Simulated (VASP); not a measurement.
# MnO2 (P4_2/mnm) in VASP: further runs, part 2 of 2

VASP 6.6.1.

**4. Single point, RPBE+U, collinear spin, antiferromagnetic start**

File INCAR:

```
PREC     = Accurate       # precision mode
ENCUT    = 600            # plane-wave cutoff, eV
EDIFF    = 1E-6           # SCF threshold, eV
ISMEAR   = 0              # smearing method
SIGMA    = 0.0615         # smearing width, eV
LREAL    = False          # projectors in reciprocal space
LASPH    = True           # aspherical terms in the spheres
NELM     = 200            # most SCF steps
ALGO     = Normal         # electronic algorithm
ISIF     = 2              # what is computed and relaxed
LWAVE    = False          # write WAVECAR
LCHARG   = False          # write CHGCAR
ISPIN    = 2              # spin polarisation
MAGMOM   = 2.5 -2.5 0 0 0 0 # initial moments
LORBIT   = 11             # projections on sites
LMAXMIX  = 4              # l up to which the mixer works
LDAU     = True           # DFT+U
LDAUTYPE = 2            
LDAUL    = 2 -1           # shell
LDAUU    = 2.34 0         # U, eV
LDAUJ    = 0 0          
LDAUPRINT= 1            
GGA      = RP             # functional
NBANDS   = 38             # bands
GGA_COMPAT= False
```

File KPOINTS:

```
Automatic mesh
0
Gamma
  4 4 6
```

File POSCAR:

```
MnO2
1.0
    4.4818854700      0.0000000000      0.0000000000
    0.0000000000      4.4818854700      0.0000000000
    0.0000000000      0.0000000000      2.9461749300
Mn O
2 4
Direct
    0.0000000000      0.0000000000      0.0000000000
    0.5000000000      0.5000000000      0.5000000000
    0.3040000000      0.3040000000      0.0000000000
    0.6960000000      0.6960000000      0.0000000000
    0.8040000000      0.1960000000      0.5000000000
    0.1960000000      0.8040000000      0.5000000000
```

Potentials or basis: VASP PAW PBE potentials, release 64 (Mn_pv, O).

Command:

```console
> cat potpaw_PBE.64/Mn_pv/POTCAR potpaw_PBE.64/O/POTCAR > POTCAR
> mpirun -np 1 vasp_std > vasp.out
```

OUTCAR:

```text
PREC = Accurate
   ENCUT = 600
   EDIFF = 1E-6
   ISMEAR = 0
   LREAL = False
   LASPH = True
   NELM = 200
   ISIF = 2
   ISPIN = 2
   LORBIT = 11
   GGA = RP

 ion  position               nearest neighbor table
   1  0.000  0.000  0.000-   3 1.93   4 1.93   5 1.93   6 1.93   5 1.93   6 1.93
   2  0.500  0.500  0.500-   5 1.93   6 1.93   3 1.93   4 1.93   3 1.93   4 1.93
   3  0.304  0.304  0.000-   1 1.93   2 1.93   2 1.93
   4  0.696  0.696  0.000-   1 1.93   2 1.93   2 1.93
   5  0.804  0.196  0.500-   2 1.93   1 1.93   1 1.93
   6  0.196  0.804  0.500-   2 1.93   1 1.93   1 1.93

  LATTYP: Found a simple tetragonal cell.
 ALAT       =     4.4818854700
 C/A-ratio  =     0.6573516770

[... 2231 lines left out ...]
      0.00000      0.00000      0.00000        -0.000000     -0.000000     -0.000000
      2.24094      2.24094      1.47309        -0.000000     -0.000000     -0.000000
      1.36249      1.36249      0.00000         0.211590      0.211590      0.000000
      3.11939      3.11939      0.00000        -0.211590     -0.211590     -0.000000
      3.60344      0.87845      1.47309         0.211590     -0.211590     -0.000000
      0.87845      3.60344      1.47309        -0.211590      0.211590     -0.000000
 -----------------------------------------------------------------------------------
    total drift:                                0.000000      0.000000      0.000000

  FREE ENERGIE OF THE ION-ELECTRON SYSTEM (eV)
  ---------------------------------------------------
  free  energy   TOTEN  =       -42.0195001840 eV

  energy  without entropy=      -42.0194422531  energy(sigma->0) =      -42.01947122

 total charge

# of ion       s       p       d       tot
------------------------------------------
    1        0.329   6.413   4.787  11.529
    2        0.329   6.413   4.787  11.529
    3        1.568   3.452   0.000   5.020
    4        1.568   3.452   0.000   5.020
    5        1.568   3.452   0.000   5.020
    6        1.568   3.452   0.000   5.020
--------------------------------------------------
tot          6.930  26.633   9.575  43.137

 magnetization (x)

# of ion       s       p       d       tot
------------------------------------------
    1        0.015   0.027   2.843   2.885
    2       -0.015  -0.027  -2.843  -2.885
    3       -0.001  -0.010   0.000  -0.011
    4       -0.001  -0.010   0.000  -0.011
    5        0.001   0.010   0.000   0.011
    6        0.001   0.010   0.000   0.011
--------------------------------------------------
tot          0.000   0.000   0.000   0.000
```

Wall time 95 s (1 thread of Intel Xeon 6975P-C, shared host); peak memory 0.26 GiB.

Results:

```
Free energy                                           : -42.0195 eV
Pressure                                              : -1.2 GPa
Largest force                                         : 0.299 eV/Å
Band gap on the k mesh                                : 0.20 eV, direct
Net moment                                            : 0.00 μB per cell
Site moments                                          : Mn +2.88, -2.88; O -0.01, +0.01 μB
Valence electrons inside the program's atomic spheres : Mn 11.53; O 5.02
```

Forces in eV/Å, atoms in the order of the input:
```
Mn   0.000  0.000  0.000
Mn   0.000  0.000  0.000
O    0.212  0.212  0.000
O   -0.212 -0.212  0.000
O    0.212 -0.212  0.000
O   -0.212  0.212  0.000
```

Stress tensor (GPa, compression positive):
```
-0.56  0.00  0.00
 0.00 -0.56  0.00
 0.00  0.00 -2.48
```

Levels at points of the mesh, in eV from the valence-band top:
Spin up:
| k point | band 22 | band 23 | band 24 | band 25 | band 26 | band 27 | band 28 | band 29 |
| --- | --- | --- | --- | --- | --- | --- | --- | --- |
| (0.00, 0.00, 0.00) | -1.19 | -0.63 | -0.57 | 0.00 | 0.20 | 1.17 | 1.87 | 2.77 |
| (0.50, 0.00, 0.00) | -1.54 | -1.26 | -0.86 | -0.72 | 1.92 | 2.19 | 2.20 | 2.44 |
| (0.50, 0.50, 0.00) | -1.98 | -1.54 | -1.52 | -0.06 | 0.31 | 1.15 | 2.48 | 2.96 |
| (0.00, 0.00, 0.50) | -2.52 | -1.81 | -1.00 | -0.32 | 1.34 | 1.57 | 2.22 | 2.30 |
| (0.50, 0.00, 0.50) | -1.66 | -1.25 | -1.15 | -1.09 | 0.64 | 1.23 | 2.20 | 2.41 |
| (0.50, 0.50, 0.50) | -1.44 | -0.92 | -0.59 | -0.55 | 1.59 | 1.99 | 2.02 | 2.34 |
Spin down:
| k point | band 21 | band 22 | band 23 | band 24 | band 25 | band 26 | band 27 | band 28 | band 29 | band 30 |
| --- | --- | --- | --- | --- | --- | --- | --- | --- | --- | --- |
| (0.00, 0.00, 0.00) | -2.16 | -1.19 | -0.63 | -0.57 | 0.00 | 0.20 | 1.17 | 1.87 | 2.77 | 3.29 |
| (0.50, 0.00, 0.00) | -2.22 | -1.54 | -1.26 | -0.86 | -0.72 | 1.92 | 2.19 | 2.20 | 2.44 | 2.68 |
| (0.50, 0.50, 0.00) | -2.12 | -1.98 | -1.54 | -1.52 | -0.06 | 0.31 | 1.15 | 2.48 | 2.96 | 3.26 |
| (0.00, 0.00, 0.50) | -2.62 | -2.52 | -1.81 | -1.00 | -0.32 | 1.34 | 1.57 | 2.22 | 2.30 | 2.92 |
| (0.50, 0.00, 0.50) | -3.18 | -1.66 | -1.25 | -1.15 | -1.09 | 0.64 | 1.23 | 2.20 | 2.41 | 2.69 |
| (0.50, 0.50, 0.50) | -2.39 | -1.44 | -0.92 | -0.59 | -0.55 | 1.59 | 1.99 | 2.02 | 2.34 | 2.46 |

Eigenvalues of the final occupation matrices:
| site | spin | trace | eigenvalues |
| --- | --- | --- | --- |
| site 1 d | 1 | 3.83 | 0.48 0.49 0.95 0.96 0.96 |
| site 1 d | 2 | 0.99 | 0.07 0.13 0.14 0.32 0.33 |
| site 2 d | 1 | 0.99 | 0.07 0.13 0.14 0.32 0.33 |
| site 2 d | 2 | 3.83 | 0.48 0.49 0.95 0.96 0.96 |

Caveat: the PAW data sets were made with another functional, which shifts forces and pressure a little. A k mesh can miss the band edges.
